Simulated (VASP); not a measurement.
Input of a VASP 6.6.1 run:

INCAR

```
SYSTEM = HfO2
  PREC = Accurate
  ENCUT = 520
  EDIFF = 1E-6
  ISMEAR = 0
  SIGMA = 0.01
  LREAL = .False.
  LASPH = .True.
  NELM = 60
  ALGO = Normal
  ISIF = 2
  LWAVE = .False.
  LCHARG = .False.
  GGA = PS
  NBANDS = 31
```

KPOINTS

```
Automatic mesh
0
Gamma
  4 4 6
  0 0 0
```

File POSCAR:

```
HfO2
1.0
    4.7812264360      0.0000000000      0.0000000000
    0.0000000000      4.7812264360      0.0000000000
    0.0000000000      0.0000000000      3.1839014994
Hf O
2 4
Direct
    0.0000000000      0.0000000000      0.0000000000
    0.5000000000      0.5000000000      0.5000000000
    0.1949550000      0.8050450000      0.5000000000
    0.3050450000      0.3050450000      0.0000000000
    0.6949550000      0.6949550000      0.0000000000
    0.8050450000      0.1949550000      0.5000000000
```

Potentials or basis: VASP PAW PBE potentials, release 64 (Hf_pv, O).

Command:

```bash
$ cat potpaw_PBE.64/Hf_pv/POTCAR potpaw_PBE.64/O/POTCAR > POTCAR
$ mpirun -np 1 vasp_std > vasp.out
```

Predict the band gap on the k mesh.

3.95 eV, direct.

Estimate the pressure.

4.0 GPa.

What does it give for the largest force?

0.036 eV/Å.

Stress tensor (GPa, compression positive):
```
3.83 0.00 0.00
0.00 3.83 0.00
0.00 0.00 4.43
```

Caveat: the PAW data sets were made with another functional, which shifts forces and pressure a little; spin-orbit coupling is left out, which moves the levels of the heavy elements. As with any semilocal functional, this PBEsol gap is likely too small.
